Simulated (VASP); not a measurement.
The system is AlN.

```xyz
2
Lattice="0.0000 2.0345 2.0345 2.0345 0.0000 2.0345 2.0345 2.0345 0.0000" Properties=species:S:1:pos:R:3 pbc="T T T"
Al    2.0345    2.0345    2.0345
N     0.0000    0.0000    0.0000
```

- Program: VASP 6.6.1
- Task: relaxation of cell and atoms
- Functional: RPBE
- Dispersion: D3(BJ)
- Potentials or basis: VASP PAW PBE potentials, release 64 (Al, N)
- Cutoff: 600 eV
- k mesh: 11 × 11 × 11
- Occupations: fermi-dirac, width 0.05 eV
- Spin: no spin polarisation

At the start: pressure -26.0 GPa; volume 8.42 Å³/atom.

Where does the relaxation end?

Over 4 steps the energy falls by 70.6 meV/atom and the volume is 7.62 Å³/atom (-9.5 %); space group Fm-3m (No. 225, to 0.05 Å).

Step by step:
| step | energy change (eV) | largest force (eV/Å) | pressure (GPa) | volume (Å³) |
| --- | --- | --- | --- | --- |
| 1 | 0.0000 | 0.0000 | -25.99 | 16.84 |
| 2 | 0.0342 | 0.0000 | 40.45 | 13.73 |
| 3 | -0.1412 | 0.0000 | -0.62 | 15.27 |
| 4 | -0.1412 | 0.0000 | 0.01 | 15.24 |

Final structure:
```
CELL_PARAMETERS angstrom
0.00000 1.96781 1.96781
1.96781 0.00000 1.96781
1.96781 1.96781 0.00000
ATOMIC_POSITIONS crystal
Al 0.50000 0.50000 0.50000
N 0.00000 0.00000 0.00000
```

Caveat: the PAW data sets were made with another functional, which shifts forces and pressure a little.
